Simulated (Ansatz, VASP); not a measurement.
# GaN: VASP beside Ansatz

File POSCAR:

```
GaN
1.0
    3.3263378626      0.0000000000      0.0000000000
   -1.6631689313      2.7566441058      0.0000000000
    0.0000000000      0.0000000000      5.1835962460
Ga N
2 2
Direct
    0.3333333333      0.6666666667      0.9991101048
    0.6666666667      0.3333333333      0.4991101048
    0.3333333333      0.6666666667      0.3758898952
    0.6666666667      0.3333333333      0.8758898952
```

File INCAR.step1:

```
PREC     = Accurate       # precision mode
ENCUT    = 520            # plane-wave cutoff, eV
ISMEAR   = 0              # smearing method
SIGMA    = 0.05           # smearing width, eV
LREAL    = False          # projectors in reciprocal space
LASPH    = True           # aspherical terms in the spheres
NELM     = 100            # most SCF steps
NBANDS   = 26             # bands
GGA      = PE             # functional
ALGO     = Normal         # electronic algorithm
EDIFF    = 1E-4           # SCF threshold, eV
LWAVE    = True           # write WAVECAR
LCHARG   = False          # write CHGCAR
```

The input INCAR.step2:

```
PREC     = Accurate       # precision mode
ENCUT    = 520            # plane-wave cutoff, eV
EDIFF    = 1E-6           # SCF threshold, eV
ISMEAR   = 0              # smearing method
SIGMA    = 0.05           # smearing width, eV
LREAL    = False          # projectors in reciprocal space
LASPH    = True           # aspherical terms in the spheres
NELM     = 100            # most SCF steps
ALGO     = Normal         # electronic algorithm
ISIF     = 2              # what is computed and relaxed
LWAVE    = False          # write WAVECAR
LCHARG   = True           # write CHGCAR
METAGGA  = R2SCAN         # meta-GGA
LMIXTAU  = True         
LELF     = True           # ELF
LVHAR    = True         
NBANDS   = 26             # bands
ISTART   = 1
```

The input KPOINTS:

```
regular mesh
0
Gamma
  12 12 6
```

Input for Ansatz:

```yaml
crystal:
  lattice:
    - [3.3263378626, 0.0, 0.0]
    - [-1.6631689313, 2.7566441058, 0.0]
    - [0.0, 0.0, 5.183596246]
  atoms:
    - { symbol: Ga, position: [0.3333333333, 0.6666666667, 0.9991101048] }
    - { symbol: Ga, position: [0.6666666667, 0.3333333333, 0.4991101048] }
    - { symbol: "N", position: [0.3333333333, 0.6666666667, 0.3758898952] }
    - { symbol: "N", position: [0.6666666667, 0.3333333333, 0.8758898952] }
basis:
  ecutwfc: 500
kpoints:
  mp_grid: { grid: [12, 12, 6] }
hamiltonian:
  xc: r2scan
scf:
  occupations: { method: gaussian, width: 0.05 }
output:
  forces: true
  stress: true
  eigenvalues: true
```

Change from the starting cell: strain +0.0450 x Voigt [1, 0, 0, 0, 0, 0], atoms carried along.

Alike in both runs: task single point; functional r2SCAN; k mesh 12 × 12 × 6; occupations gaussian, width 0.05 eV; no spin polarisation.

|  | VASP | Ansatz |
| --- | --- | --- |
| version | VASP 6.6.1 | Ansatz 0.2.0 |
| potentials or method | VASP PAW PBE potentials, release 64 (Ga_d, N), cutoff 520 eV | scalar-relativistic, plane waves, PAW |
| valence electrons in the cell | 36 | 36 |

```csv
,VASP,Ansatz,Ansatz less VASP
gap on the k mesh at the Fermi level (eV),1.99,1.99,+0.006
least direct gap on the mesh (eV),1.99,1.99,+0.006
pressure (GPa),-6.6,-7.5,-0.91
"traceless stress, the component that is largest in VASP (GPa)",-8.68,-8.57,+0.112
rms of the force components (eV/Å),0.210,0.201,-0.0093
```

VASP's potentials were made for PBE, not for r2SCAN. Atom by atom the forces differ by 0.010 eV/Å (rms over components). The functional is the same, so the differences come from potentials, cutoffs and numerics.
